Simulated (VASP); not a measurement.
# As in VASP: a series of runs, part 2 of 2

VASP 6.6.1. The steps go on from the part before.

## 3. Single point, LDA

This run uses another cell than the first one, of 160.03 Å³/atom, 1.032 times its volume.

INCAR reads:

```
SYSTEM = As
PREC = Accurate ; ENCUT = 520
EDIFF = 1E-7 ; ISMEAR = 0
SIGMA = 0.02 ; LREAL = .False.
LASPH = .True. ; NELM = 60
ALGO = Normal ; ISIF = 2
LWAVE = .False. ; LCHARG = .True.
LDIPOL = .True. ; IDIPOL = 3
DIPOL = 0.5 0.5 0.500 ; LELF = .True.
LVHAR = .True. ; LVACPOTAV = .True.
NBANDS = 12
```

KPOINTS reads:

```
regular mesh
0
Gamma
  9 9 1
  0 0 0
```

POSCAR reads:

```
As
1.0
    3.6330000000      0.0000000000      0.0000000000
   -1.8165000000      3.1462702920      0.0000000000
    0.0000000000      0.0000000000     28.0000000000
As
2
Direct
    0.3333333333      0.6666666667      0.5000000000
    0.6666666667      0.3333333333      0.5000000000
```

Potentials or basis: VASP PAW LDA potentials, release 64 (As).

Run with:

```console
$ cat potpaw_LDA.64/As/POTCAR > POTCAR
$ mpirun -np 1 vasp_std > vasp.out
```

OUTCAR:

```text
SYSTEM = As
   PREC = Accurate
   ENCUT = 520
   EDIFF = 1E-7
   ISMEAR = 0
   LREAL = .False.
   LASPH = .True.
   NELM = 60
   ISIF = 2

 ion  position               nearest neighbor table
   1  0.333  0.667  0.500-   2 2.10   2 2.10   2 2.10
   2  0.667  0.333  0.500-   1 2.10   1 2.10   1 2.10

  LATTYP: Found a hexagonal cell.
 ALAT       =     3.6330000000
 C/A-ratio  =     7.7071290944

  Lattice vectors:

 A1 = (   3.6330000000,   0.0000000000,   0.0000000000)
 A2 = (  -1.8165000000,   3.1462702920,   0.0000000000)
 A3 = (   0.0000000000,   0.0000000000,  28.0000000000)

Analysis of symmetry for initial positions (statically):
=====================================================================
 Subroutine PRICEL returns:
 Original cell was already a primitive cell.

 Routine SETGRP: Setting up the symmetry group for a
 hexagonal supercell.

 Subroutine GETGRP returns: Found 24 space group operations
 (whereof 24 operations were pure point group operations)
 out of a pool of 24 trial point group operations.

The static configuration has the point symmetry D_6h.
[... 171 lines left out ...]
      8      -0.5329      0.00000
      9       1.0027      0.00000
     10       1.3405      0.00000
     11       1.7319      0.00000
     12       1.8911      0.00000
[... 151 lines left out ...]
 k-point    12 :       0.3333    0.3333    0.0000
  band No.  band energies     occupation
      1     -16.3242      2.00000
      2     -16.3242      2.00000
      3     -11.4326      2.00000
      4      -4.8831      2.00000
      5      -4.8831      2.00000
      6       0.9484      0.00000
      7       1.3581      0.00000
      8       1.3581      0.00000
      9       2.5080      0.00000
     10       4.3148      0.00000
     11       4.3148      0.00000
     12       5.4462      0.00000

------------------------ aborting loop because EDIFF is reached ----------------------------------------

 vacuum level on the upper side and lower side of the slab       (xc-potential included)        -0.107        -0.107

  FORCE on cell =-STRESS in cart. coord.  units (eV):
  Direction    XX          YY          ZZ          XY          YZ          ZX
  --------------------------------------------------------------------------------------
  -------------------------------------------------------------------------------------
  Total       18.2067757     18.2067757     -0.0023371      0.0000000      0.0000000     -0.0000000
  in kB       91.1431773     91.1431773     -0.0116996      0.0000000      0.0000000     -0.0000000
  external PRESSURE =      60.7582184 kB  Pullay stress =       0.0000000 kB

 VOLUME and BASIS-vectors are now :
 -----------------------------------------------------------------------------
  energy-cutoff  :      520.00
  volume of cell :      320.05
      direct lattice vectors                 reciprocal lattice vectors
     3.633000000  0.000000000  0.000000000     0.275254611  0.158918323  0.000000000
    -1.816500000  3.146270292  0.000000000     0.000000000  0.317836647  0.000000000
     0.000000000  0.000000000 28.000000000     0.000000000  0.000000000  0.035714286

 POSITION                                       TOTAL-FORCE (eV/Angst)
 -----------------------------------------------------------------------------------
     -0.00000      2.09751     14.00000         0.000000     -0.000000      0.000000
      1.81650      1.04876     14.00000        -0.000000      0.000000      0.000000
 -----------------------------------------------------------------------------------
    total drift:                                0.000000     -0.000000     -0.000000

  FREE ENERGIE OF THE ION-ELECTRON SYSTEM (eV)
  ---------------------------------------------------
  free  energy   TOTEN  =        -6.5230691678 eV

  energy  without entropy=       -6.5210059811  energy(sigma->0) =       -6.52203757

 vacuum level on the upper side and lower side of the slab         1.311         1.311
```

OSZICAR:

```text
N       E                     dE             d eps       ncg     rms          rms(c)
DAV:   1     0.769610283440E+02    0.76961E+02   -0.27451E+03   288   0.521E+02
DAV:   2     0.170618050406E+01   -0.75255E+02   -0.64987E+02   436   0.942E+01
DAV:   3    -0.657985575949E+01   -0.82860E+01   -0.82556E+01   420   0.420E+01
[... 15 lines left out ...]
DAV:  19    -0.652306523655E+01   -0.46989E-05   -0.20419E-07   340   0.190E-03    0.353E-03
DAV:  20    -0.652306791384E+01   -0.26773E-05   -0.19407E-07   332   0.187E-03    0.842E-04
DAV:  21    -0.652306865843E+01   -0.74460E-06   -0.48596E-09   316   0.345E-04    0.727E-04
DAV:  22    -0.652306911040E+01   -0.45197E-06   -0.47601E-09   308   0.290E-04    0.157E-04
DAV:  23    -0.652306916781E+01   -0.57408E-07   -0.86526E-12   336   0.954E-05
   1 F= -.65230692E+01 E0= -.65220376E+01  d E =-.206319E-02
```

stdout:

```text
POSCAR found type information on POSCAR As
 POSCAR found :  1 types and       2 ions
 scaLAPACK will be used
 LDA part: xc-table for (Slater(with rela. corr.)+CA(PZ))
 , standard interpolation
 POSCAR, INCAR and KPOINTS ok, starting setup
 FFT: planning ... GRIDC
 FFT: planning ... GRID_SOFT
 FFT: planning ... GRID
 WAVECAR not read
 entering main loop
```

It took 1.9 min on 1 thread of Intel Xeon Platinum 8375C at 2.90GHz (Ice Lake), shared host; peak memory 0.31 GiB.

What came out:

| Quantity | Value |
| --- | --- |
| Free energy | -6.5231 eV |
| Band gap on the k mesh | zero (band 5 reaches -2.74 eV, above the bottom of band 6 at -3.59 eV) |
| Work function of the upper face | 4.35 eV |
| Work function of the lower face | 4.35 eV |

Levels at points of the mesh, in eV from the Fermi level:
```
           k point  band 2  band 3  band 4  band 5  band 6  band 7  band 8  band 9
(0.00, 0.00, 0.00)   -5.67   -4.56   -4.56   -2.35    1.59    1.59    2.50    4.04
```
